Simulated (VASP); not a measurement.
# HfSeS4 (P4/mmm) in VASP: further runs

Runs on HfSeS4. Level: PBE. Tasks: single point.

Everything below comes from runs of VASP 6.6.1. Logs are shortened: lines on timing, memory, paths and dates and some standing lists are left out, and cuts for length are marked.

**1. The cell of the first run**

The structure is tetragonal, space group P4/mmm (No. 123). The conventional cell has a = 3.315 Å, b = 3.315 Å, c = 9.792 Å, α = 90.00°, β = 90.00°, γ = 90.00°. Hf (site symmetry 4/mmm) has 10 S at 2.71 to 3.47 Å and 4 Hf at 3.31 Å within 3.6 Å. Se (site symmetry 4/mmm) has 10 S at 2.74 to 3.54 Å and 4 Se at 3.31 Å within 3.6 Å. Within 3.6 Å of S (site symmetry 4mm) lie 9 S at 2.70 to 3.31 Å and 4 Hf at 2.71 Å and 1 Se at 3.54 Å. S (site symmetry 4mm) has 4 Se at 2.74 Å and 9 S at 2.85 to 3.31 Å and 1 Hf at 3.47 Å within 3.6 Å.

The cell was generated, and may not be a known phase.

**2. Single point, PBE**

The input, INCAR:

```
PREC = Accurate ; ENCUT = 520
EDIFF = 1E-6 ; ISMEAR = 0
SIGMA = 0.1 ; LREAL = F
LASPH = T ; NELM = 80
ALGO = Normal ; ISIF = 2
LWAVE = F ; LCHARG = F
GGA = PE ; NBANDS = 29
```

The input, KPOINTS:

```
regular mesh
0
Gamma
  6 6 2
```

The input, POSCAR:

```
HfSeS4
1.0
    3.3145009629      0.0000000000      0.0000000000
    0.0000000000      3.3145009629      0.0000000000
    0.0000000000      0.0000000000      9.7918419568
Hf Se S
1 1 4
Direct
    0.5000000000      0.5000000000      0.5000000000
    0.0000000000      0.0000000000      0.0000000000
    0.0000000000      0.0000000000      0.6381213821
    0.5000000000      0.5000000000      0.1456114489
    0.5000000000      0.5000000000      0.8543885511
    0.0000000000      0.0000000000      0.3618786179
```

Potentials or basis: VASP PAW PBE potentials, release 64 (Hf_pv, Se, S).

On the command line:

```console
$ cat potpaw_PBE.64/Hf_pv/POTCAR potpaw_PBE.64/Se/POTCAR potpaw_PBE.64/S/POTCAR > POTCAR
$ mpirun -np 1 vasp_std > vasp.out
```

OUTCAR:

```text
PREC = Accurate
   ENCUT = 520
   EDIFF = 1E-6
   ISMEAR = 0
   LREAL = F
   LASPH = T
   NELM = 80
   ISIF = 2
   GGA = PE

 ion  position               nearest neighbor table
   1  0.500  0.500  0.500-   3 2.71   6 2.71   3 2.71   6 2.71   3 2.71   6 2.71   3 2.71   6 2.71

   2  0.000  0.000  0.000-   4 2.74   5 2.74   4 2.74   5 2.74   4 2.74   5 2.74   4 2.74   5 2.74

   3  0.000  0.000  0.638-   6 2.70   1 2.71   1 2.71   1 2.71   1 2.71
   4  0.500  0.500  0.146-   2 2.74   2 2.74   2 2.74   2 2.74
   5  0.500  0.500  0.854-   2 2.74   2 2.74   2 2.74   2 2.74
   6  0.000  0.000  0.362-   3 2.70   1 2.71   1 2.71   1 2.71   1 2.71

  LATTYP: Found a simple tetragonal cell.
 ALAT       =     3.3145009629
 C/A-ratio  =     2.9542432078

  Lattice vectors:

 A1 = (   3.3145009629,   0.0000000000,   0.0000000000)
 A2 = (   0.0000000000,   3.3145009629,   0.0000000000)
 A3 = (   0.0000000000,   0.0000000000,   9.7918419568)

Analysis of symmetry for initial positions (statically):
=====================================================================
 Subroutine PRICEL returns:
 Original cell was already a primitive cell.

 Routine SETGRP: Setting up the symmetry group for a
 simple tetragonal supercell.

 Subroutine GETGRP returns: Found 16 space group operations
 (whereof 16 operations were pure point group operations)
 out of a pool of 16 trial point group operations.

The static configuration has the point symmetry D_4h.

Analysis of symmetry for dynamics (positions and initial velocities):
=====================================================================
 Subroutine PRICEL returns:
 Original cell was already a primitive cell.

 Routine SETGRP: Setting up the symmetry group for a
 simple tetragonal supercell.

 Subroutine GETGRP returns: Found 16 space group operations
 (whereof 16 operations were pure point group operations)
 out of a pool of 16 trial point group operations.

The dynamic configuration has the point symmetry D_4h.

 Subroutine INISYM returns: Found 16 space group operations
 (whereof 16 operations are pure point group operations),
 and found     1 'primitive' translations

----------------------------------------------------------------------------------------

                                     Primitive cell
[... 93 lines left out ...]
   NELM   =     80;   NELMIN=  2; NELMDL= -5     # of ELM steps
   EDIFF  = 0.1E-05   stopping-criterion for ELM
   LREAL  =      F    real-space projection
   EDIFFG = 0.1E-04   stopping-criterion for IOM
   NSW    =      0    number of steps for IOM
   IBRION =     -1    ionic relax: 0-MD 1-quasi-New 2-CG
   NFREE  =      0    steps in history (QN), initial steepest desc. (CG)
   ISIF   =      2    stress and relaxation
   ISYM   =      2    0-nonsym 1-usesym 2-fastsym
   POTIM  = 0.5000    time-step for ionic-motion
   TEBEG  =    0.0;   TEEND  =   0.0 temperature during run
   PSTRESS=    0.0 pullay stress
   NELECT =      40.0000    total number of electrons
   NUPDOWN=      -1.0000    fix difference up-down
   EMIN   =  10.00;   EMAX   =-10.00  energy-range for DOS
   EFERMI =   0.00;   METHOD = LEGACY
   ISMEAR =     0;   SIGMA  =   0.10  broadening in eV -4-tet -1-fermi 0-gaus
   EFERMI_NEDOS =   21; number of points for ismear=-14 and -15
   IALGO  =     38    algorithm
   IMIX   =      4    mixing-type and parameters
     AMIX     =   0.40;   BMIX     =  1.00
     AMIX_MAG =   1.60;   BMIX_MAG =  1.00
  volume/ion in A,a.u.               =      17.93       120.99
  Fermi-wavevector in a.u.,A,eV,Ry     =   1.177230  2.224642 18.855908  1.385870
  Thomas-Fermi vector in A             =   2.313580
   LORBIT       =      0    0 simple, 1 ext, 2 COOP (PROOUT), +10 PAW based schemes
   GGA     = PE    functional components
   LHFCALC =     F    Hartree Fock is set to
   AEXX    =    0.0000 exact exchange contribution
   IVDW    =     0    specifies the selected vdW correction
   LEPSILON=     F    determine dielectric tensor
   LRPA    =     F    only Hartree local field effects (RPA)
 non-spin polarized calculation
 Gauss-broadening in eV      SIGMA  =   0.10
  energy-cutoff  :      520.00
  volume of cell :      107.57
 maximum number of plane-waves:      2936
 NGX is ok and might be reduce to    28
   NGX = 13   NGY = 13   NGZ = 37

 number of electron      39.9999996 magnetization

 Free energy of the ion-electron system (eV)
  ---------------------------------------------------
  ext. energy  EPLUGINS =         0.00000000
  ---------------------------------------------------
  free energy    TOTEN  =       -30.44003830 eV

  energy without entropy =      -30.42373492  energy(sigma->0) =      -30.43188661

 E-fermi :   6.3677     XC(G=0): -10.8661

 val. band max:        6.3575443746   @ k =   0.3333   0.1667   0.0000
 cond. band min:       6.4027869331   @ k =   0.3333   0.3333   0.5000
 fundamental gap:      0.0452425585
 Fermi energy:         6.3677146598

 k-point     1 :       0.0000    0.0000    0.0000
  band No.  band energies     occupation
      1     -25.0643      2.00000
      2     -24.7940      2.00000
      3     -24.7940      2.00000
      4     -10.1377      2.00000
      5      -8.2698      2.00000
      6      -7.2412      2.00000
[... 629 lines left out ...]
     28      12.0090      0.00000
     29      12.0597      0.00000

------------------------ aborting loop because EDIFF is reached ----------------------------------------

  FORCE on cell =-STRESS in cart. coord.  units (eV):
  Direction    XX          YY          ZZ          XY          YZ          ZX
  --------------------------------------------------------------------------------------
  -------------------------------------------------------------------------------------
  Total       -0.4310433     -0.4310433     -0.1578041      0.0000000     -0.0000000      0.0000000
  in kB       -6.4199375     -6.4199375     -2.3503264      0.0000000     -0.0000000      0.0000000
  external PRESSURE =      -5.0634005 kB  Pullay stress =       0.0000000 kB

 VOLUME and BASIS-vectors are now :
 -----------------------------------------------------------------------------
  energy-cutoff  :      520.00
  volume of cell :      107.57
      direct lattice vectors                 reciprocal lattice vectors
     3.314500963  0.000000000  0.000000000     0.301704544  0.000000000  0.000000000
     0.000000000  3.314500963  0.000000000     0.000000000  0.301704544  0.000000000
     0.000000000  0.000000000  9.791841957     0.000000000  0.000000000  0.102125831

 POSITION                                       TOTAL-FORCE (eV/Angst)
 -----------------------------------------------------------------------------------
      1.65725      1.65725      4.89592        -0.000000      0.000000      0.000000
      0.00000      0.00000      0.00000        -0.000000      0.000000      0.000000
      0.00000      0.00000      6.24838         0.000000     -0.000000     -0.035674
      1.65725      1.65725      1.42580        -0.000000     -0.000000      0.008986
      1.65725      1.65725      8.36604        -0.000000      0.000000     -0.008986
      0.00000      0.00000      3.54346         0.000000     -0.000000      0.035674
 -----------------------------------------------------------------------------------
    total drift:                                0.000000      0.000000      0.000000

  FREE ENERGIE OF THE ION-ELECTRON SYSTEM (eV)
  ---------------------------------------------------
  free  energy   TOTEN  =       -30.4400383043 eV

  energy  without entropy=      -30.4237349240  energy(sigma->0) =      -30.43188661
```

OSZICAR:

```text
N       E                     dE             d eps       ncg     rms          rms(c)
DAV:   1     0.190665275113E+03    0.19067E+03   -0.19343E+04  1160   0.126E+03
DAV:   2    -0.189951222998E+02   -0.20966E+03   -0.20276E+03  1445   0.257E+02
DAV:   3    -0.324451268401E+02   -0.13450E+02   -0.13169E+02  1478   0.558E+01
DAV:   4    -0.326695424159E+02   -0.22442E+00   -0.22340E+00  1402   0.818E+00
DAV:   5    -0.326734122088E+02   -0.38698E-02   -0.38683E-02  1419   0.107E+00    0.416E+01
DAV:   6    -0.306221677578E+02    0.20512E+01   -0.94749E+00  1324   0.116E+01    0.304E+01
DAV:   7    -0.308704747919E+02   -0.24831E+00   -0.40034E+00  1395   0.809E+00    0.844E+00
DAV:   8    -0.304451851288E+02    0.42529E+00   -0.21652E+00  1376   0.494E+00    0.205E+00
DAV:   9    -0.304401718287E+02    0.50133E-02   -0.13551E-01  1290   0.167E+00    0.123E+00
DAV:  10    -0.304401787057E+02   -0.68770E-05   -0.13319E-02  1326   0.508E-01    0.315E-01
DAV:  11    -0.304400482183E+02    0.13049E-03   -0.10615E-03  1348   0.147E-01    0.127E-01
DAV:  12    -0.304400440179E+02    0.42004E-05   -0.11050E-04  1400   0.519E-02    0.533E-02
DAV:  13    -0.304400414177E+02    0.26002E-05   -0.35219E-05  1417   0.242E-02    0.307E-02
DAV:  14    -0.304400381957E+02    0.32220E-05   -0.14445E-05  1313   0.157E-02    0.104E-02
DAV:  15    -0.304400383043E+02   -0.10860E-06   -0.17099E-06   845   0.641E-03
   1 F= -.30440038E+02 E0= -.30431887E+02  d E =-.163034E-01
```

Run time: 28 s. Hardware: 1 thread of Intel Xeon 6975P-C (Granite Rapids), shared host; peak memory 0.26 GiB.

What came out:

| Quantity | Value |
| --- | --- |
| Free energy | -30.4400 eV |
| Pressure | -0.5 GPa |
| Largest force | 0.036 eV/Å |
| Band gap on the k mesh | zero (bands 20 and 21 overlap by 1.46 eV) |

Forces on the atoms (eV/Å):
```
Hf   0.000  0.000  0.000
Se   0.000  0.000  0.000
S    0.000  0.000 -0.036
S    0.000  0.000  0.009
S    0.000  0.000 -0.009
S    0.000  0.000  0.036
```

Stress tensor (GPa, compression positive):
```
-0.64  0.00  0.00
 0.00 -0.64  0.00
 0.00  0.00 -0.24
```

Caveat: spin-orbit coupling is left out, which moves the levels of the heavy elements.

**3. Single point, PBE**

This run uses another cell than the first one, of 17.87 Å³/atom.

The input, INCAR:

```
SYSTEM = HfSeS4
PREC     = Accurate       ! precision mode
ENCUT    = 520            ! plane-wave cutoff, eV
EDIFF    = 1E-6           ! SCF threshold, eV
ISMEAR   = 0              ! smearing method
SIGMA    = 0.1            ! smearing width, eV
LREAL    = .False.        ! projectors in reciprocal space
LASPH    = .True.         ! aspherical terms in the spheres
NELM     = 80             ! most SCF steps
ALGO     = Normal         ! electronic algorithm
ISIF     = 2              ! what is computed and relaxed
LWAVE    = .False.        ! write WAVECAR
LCHARG   = .False.        ! write CHGCAR
GGA      = PE             ! functional
NBANDS   = 29             ! bands
```

The input, KPOINTS:

```
Automatic mesh
0
Gamma
  12 12 4
  0 0 0
```

The input, POSCAR:

```
HfSeS4
1.0
    3.3129435640      0.0000000000      0.0000000000
    0.0000000000      3.3129435640      0.0000000000
    0.0000000000      0.0000000000      9.7671795137
Hf Se S
1 1 4
Direct
    0.5000000000      0.5000000000      0.5000000000
    0.0000000000      0.0000000000      0.0000000000
    0.0000000000      0.0000000000      0.6394212613
    0.5000000000      0.5000000000      0.1465623088
    0.5000000000      0.5000000000      0.8534376912
    0.0000000000      0.0000000000      0.3605787387
```

Potentials or basis: VASP PAW PBE potentials, release 64 (Hf_pv, Se, S).

On the command line:

```console
$ cat potpaw_PBE.64/Hf_pv/POTCAR potpaw_PBE.64/Se/POTCAR potpaw_PBE.64/S/POTCAR > POTCAR
$ mpirun -np 1 vasp_std > vasp.out
```

OUTCAR:

```text
SYSTEM = HfSeS4
   PREC = Accurate
   ENCUT = 520
   EDIFF = 1E-6
   ISMEAR = 0
   LREAL = .False.
   LASPH = .True.
   NELM = 80
   ISIF = 2
   GGA = PE

 ion  position               nearest neighbor table
   1  0.500  0.500  0.500-   3 2.71   6 2.71   3 2.71   6 2.71   3 2.71   6 2.71   3 2.71   6 2.71

   2  0.000  0.000  0.000-   4 2.75   5 2.75   4 2.75   5 2.75   4 2.75   5 2.75   4 2.75   5 2.75

   3  0.000  0.000  0.639-   1 2.71   1 2.71   1 2.71   1 2.71   6 2.72
   4  0.500  0.500  0.147-   2 2.75   2 2.75   2 2.75   2 2.75
   5  0.500  0.500  0.853-   2 2.75   2 2.75   2 2.75   2 2.75
   6  0.000  0.000  0.361-   1 2.71   1 2.71   1 2.71   1 2.71   3 2.72

  LATTYP: Found a simple tetragonal cell.
 ALAT       =     3.3129435640
 C/A-ratio  =     2.9481877143

  Lattice vectors:

 A1 = (   3.3129435640,   0.0000000000,   0.0000000000)
 A2 = (   0.0000000000,   3.3129435640,   0.0000000000)
 A3 = (   0.0000000000,   0.0000000000,   9.7671795137)

Analysis of symmetry for initial positions (statically):
[... 184 lines left out ...]
 val. band max:        6.4648580383   @ k =   0.3333   0.3333   0.2500
 cond. band min:       6.4763942677   @ k =   0.1667   0.0833   0.2500
 fundamental gap:      0.0115362294
 Fermi energy:         6.4712125529

 k-point     1 :       0.0000    0.0000    0.0000
  band No.  band energies     occupation
      1     -25.0504      2.00000
      2     -24.7779      2.00000
      3     -24.7779      2.00000
      4     -10.0786      2.00000
      5      -8.1981      2.00000
      6      -7.2468      2.00000
[... 757 lines left out ...]
     28      11.5663      0.00000
     29      11.7300      0.00000

 [... further k-points ...]

------------------------ aborting loop because EDIFF is reached ----------------------------------------

  FORCE on cell =-STRESS in cart. coord.  units (eV):
  Direction    XX          YY          ZZ          XY          YZ          ZX
  --------------------------------------------------------------------------------------
  -------------------------------------------------------------------------------------
  Total       -0.3513319     -0.3513319     -0.2374945      0.0000000      0.0000000     -0.0000000
  in kB       -5.2508652     -5.2508652     -3.5494978      0.0000000      0.0000000     -0.0000000
  external PRESSURE =      -4.6837427 kB  Pullay stress =       0.0000000 kB

 VOLUME and BASIS-vectors are now :
 -----------------------------------------------------------------------------
  energy-cutoff  :      520.00
  volume of cell :      107.20
      direct lattice vectors                 reciprocal lattice vectors
     3.312943564  0.000000000  0.000000000     0.301846373  0.000000000  0.000000000
     0.000000000  3.312943564  0.000000000     0.000000000  0.301846373  0.000000000
     0.000000000  0.000000000  9.767179514     0.000000000  0.000000000  0.102383702

 POSITION                                       TOTAL-FORCE (eV/Angst)
 -----------------------------------------------------------------------------------
      1.65647      1.65647      4.88359         0.000000      0.000000      0.000000
      0.00000      0.00000      0.00000         0.000000      0.000000      0.000000
      0.00000      0.00000      6.24534         0.000000     -0.000000     -0.068352
      1.65647      1.65647      1.43150         0.000000      0.000000     -0.004057
      1.65647      1.65647      8.33568         0.000000     -0.000000      0.004057
      0.00000      0.00000      3.52184         0.000000     -0.000000      0.068352
 -----------------------------------------------------------------------------------
    total drift:                                0.000000      0.000000      0.000000

  FREE ENERGIE OF THE ION-ELECTRON SYSTEM (eV)
  ---------------------------------------------------
  free  energy   TOTEN  =       -30.4095612009 eV

  energy  without entropy=      -30.3924024428  energy(sigma->0) =      -30.40098182
```

Run time: 1.7 min. Hardware: 1 thread of Intel Xeon 6975P-C (Granite Rapids), shared host; peak memory 0.4 GiB.

Results:

```yaml
Free_energy: -30.4096 eV
Pressure: -0.5 GPa
Largest_force: 0.068 eV/Å
Band_gap_on_the_k_mesh: zero (bands 20 and 21 overlap by 1.42 eV)
```

Forces on the atoms (eV/Å):
```
Hf   0.000  0.000  0.000
Se   0.000  0.000  0.000
S    0.000  0.000 -0.068
S    0.000  0.000 -0.004
S    0.000  0.000  0.004
S    0.000  0.000  0.068
```

Levels at points of the mesh, in eV from the Fermi level:
| k point | band 18 | band 19 | band 20 | band 21 | band 22 | band 23 |
| --- | --- | --- | --- | --- | --- | --- |
| (0.00, 0.00, 0.00) | -1.71 | -1.24 | -0.47 | -0.47 | 1.33 | 1.90 |
| (0.50, 0.00, 0.00) | -0.82 | -0.53 | -0.36 | -0.18 | -0.09 | 1.36 |
| (0.50, 0.50, 0.00) | -3.12 | -2.90 | -0.71 | 0.35 | 0.81 | 0.81 |
| (0.00, 0.00, 0.50) | -1.77 | -0.41 | -0.41 | 0.19 | 1.02 | 1.77 |
| (0.50, 0.00, 0.50) | -0.89 | -0.45 | -0.36 | -0.15 | 0.78 | 1.45 |
| (0.50, 0.50, 0.50) | -3.00 | -2.23 | -1.39 | -0.28 | 0.78 | 0.78 |

Caveat: spin-orbit coupling is left out, which moves the levels of the heavy elements.

The gap in the log of VASP goes by the Fermi energy; the results here count the filled bands.